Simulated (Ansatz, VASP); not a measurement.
**AgCl in VASP and in Ansatz**

Contents of INCAR:

```
  ALGO = Normal
  EDIFF = 1E-6
  ENCUT = 520
  GGA = PE
  ISIF = 2
  ISMEAR = 0
  LASPH = True
  LCHARG = False
  LREAL = False
  LWAVE = False
  NBANDS = 46
  NELM = 80
  PREC = Accurate
  SIGMA = 0.05
```

The input KPOINTS:

```
k-points
0
Gamma
  7 7 3
```

POSCAR

```
AgCl
1.0
   -3.9643020236      0.0000000000     -0.1970743489
    0.0000000000     -3.9680551249      0.0000000000
   -4.1173332377      0.0000000000     11.0328522738
Ag Cl
4 4
Direct
   -0.0380217695      0.7500000000      0.8751935818
    0.4119782305      0.7500000000      0.3751935818
    0.1380217695      0.2500000000      0.1248064182
   -0.3119782305      0.2500000000      0.6248064182
   -0.5373152699      0.2500000000      0.8748551066
   -0.0873152699      0.2500000000      0.3748551066
    0.6373152699      0.7500000000      0.1251448934
    0.1873152699      0.7500000000      0.6251448934
```

Input for Ansatz:

```yaml
crystal:
  lattice:
    - [-3.9643020236, 0.0, -0.1970743489]
    - [0.0, -3.9680551249, 0.0]
    - [-4.1173332377, 0.0, 11.0328522738]
  atoms:
    - { symbol: Ag, position: [-0.0380217695, 0.75, 0.8751935818] }
    - { symbol: Ag, position: [0.4119782305, 0.75, 0.3751935818] }
    - { symbol: Ag, position: [0.1380217695, 0.25, 0.1248064182] }
    - { symbol: Ag, position: [-0.3119782305, 0.25, 0.6248064182] }
    - { symbol: Cl, position: [-0.5373152699, 0.25, 0.8748551066] }
    - { symbol: Cl, position: [-0.0873152699, 0.25, 0.3748551066] }
    - { symbol: Cl, position: [0.6373152699, 0.75, 0.1251448934] }
    - { symbol: Cl, position: [0.1873152699, 0.75, 0.6251448934] }
basis:
  ecutwfc: 420
kpoints:
  mp_grid: { grid: [7, 7, 3] }
hamiltonian:
  xc: pbe
scf:
  occupations: { method: gaussian, width: 0.05 }
output:
  forces: true
  stress: true
  eigenvalues: true
```

Alike in both runs: task single point; functional PBE; k mesh 7 × 7 × 3; occupations gaussian, width 0.05 eV; no spin polarisation.

|  | VASP | Ansatz |
| --- | --- | --- |
| version | VASP 6.6.1 | Ansatz 0.2.0 |
| potentials or method | VASP PAW PBE potentials, release 64 (Ag, Cl), cutoff 520 eV | scalar-relativistic, plane waves, PAW |
| valence electrons in the cell | 72 | 104 |

```csv
,VASP,Ansatz,Ansatz less VASP
gap on the k mesh at the Fermi level (eV),0.94,0.94,+0.002
least direct gap on the mesh (eV),2.18,2.18,+0.004
pressure (GPa),-0.2,-0.1,+0.13
"traceless stress, the component that is largest in VASP (GPa)",-0.23,-0.23,+0.001
rms of the force components (eV/Å),0.026,0.025,-0.0001
```

Atom by atom the forces differ by 0.000 eV/Å (rms over components). VASP's potentials hold 72 valence electrons a cell and Ansatz's 104, so a difference there can come from the potentials and not from the codes.
